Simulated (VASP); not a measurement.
Input of a VASP 6.6.1 run:

INCAR

```
SYSTEM = AlRu
ALGO = Fast
EDIFF = 1E-6
ENCUT = 520
GGA = PE
ISIF = 2
ISMEAR = 0
LASPH = .True.
LCHARG = .True.
LELF = .True.
LREAL = .False.
LVHAR = .True.
LWAVE = .False.
NBANDS = 16
NELM = 100
PREC = Accurate
SIGMA = 0.1
```

File KPOINTS:

```
k-points
0
Gamma
  18 18 18
  0 0 0
```

The input POSCAR:

```
AlRu
1.0
    3.0492395084      0.0000000000      0.0000000000
    0.0000000000      3.0492395084      0.0000000000
    0.0000000000      0.0000000000      2.9771392638
Al Ru
1 1
Direct
    0.0000000000      0.0000000000      0.0000000000
    0.5000000000      0.5000000000      0.5000000000
```

Potentials or basis: VASP PAW PBE potentials, release 64 (Al, Ru_pv).

Command:

```sh
$ cat potpaw_PBE.64/Al/POTCAR potpaw_PBE.64/Ru_pv/POTCAR > POTCAR
$ mpirun -np 1 vasp_std > vasp.out
```

Q: Estimate the pressure.

A: -4.1 GPa.

Stress tensor (GPa, compression positive):
```
-5.46  0.00  0.00
 0.00 -5.46  0.00
 0.00  0.00 -1.50
```

Caveat: the cell differs from its parent crystal (biaxial strain in the a-b plane: +1.5 %).
